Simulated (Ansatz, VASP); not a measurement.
## MgAl6N8: VASP beside Ansatz

```xyz
15
Lattice="-3.1100 -5.3867 0.0000 4.6650 -2.6933 0.0000 0.0000 0.0000 4.9800" Properties=species:S:1:pos:R:3 pbc="T T T"
Al    1.6567   -4.4606   -0.0160
Al   -0.1727   -1.6499    0.1936
Al    3.1194   -3.5856    2.4864
Al    3.1331   -1.8344    0.0043
Al    1.5468   -0.9749    2.4810
Al    1.4925   -6.2781    2.4738
N     1.7064   -4.5590    1.7941
N     0.7105   -2.9631    4.3005
N    -0.0223   -1.7257    1.9277
N     3.1827   -3.5802    4.3285
N     3.0766   -1.8203    1.8361
N     1.3994   -1.7237    4.2621
N    -1.6732   -4.5904    2.3789
N     1.0383   -5.9672    4.2231
Mg    0.0208   -3.6647    2.4647
```

Alike in both runs: functional PBE; k mesh 2 × 2 × 2; occupations fermi-dirac, width 0.05 eV; no spin polarisation.

Ansatz relaxed the structure, and its values are those at the end. VASP's run is a single point on that final structure, the one shown.

|  | VASP | Ansatz |
| --- | --- | --- |
| version | VASP 6.6.1 | Ansatz 0.2.0 |
| potentials or method | VASP PAW PBE potentials, release 64 (Al, N, Mg_sv), cutoff 750 eV | scalar-relativistic, plane waves, PAW |
| valence electrons in the cell | 68 | 68 |

Ansatz gave:

* rms of the force components (eV/Å): 0.006

**Question.** What did VASP give for the same quantities?

**Answer.** rms of the force components (eV/Å): 0.025.

With one functional, cell and mesh, what is left measures potentials, basis and numerics.

The k mesh is coarse, so the values compare programs but aren't converged.
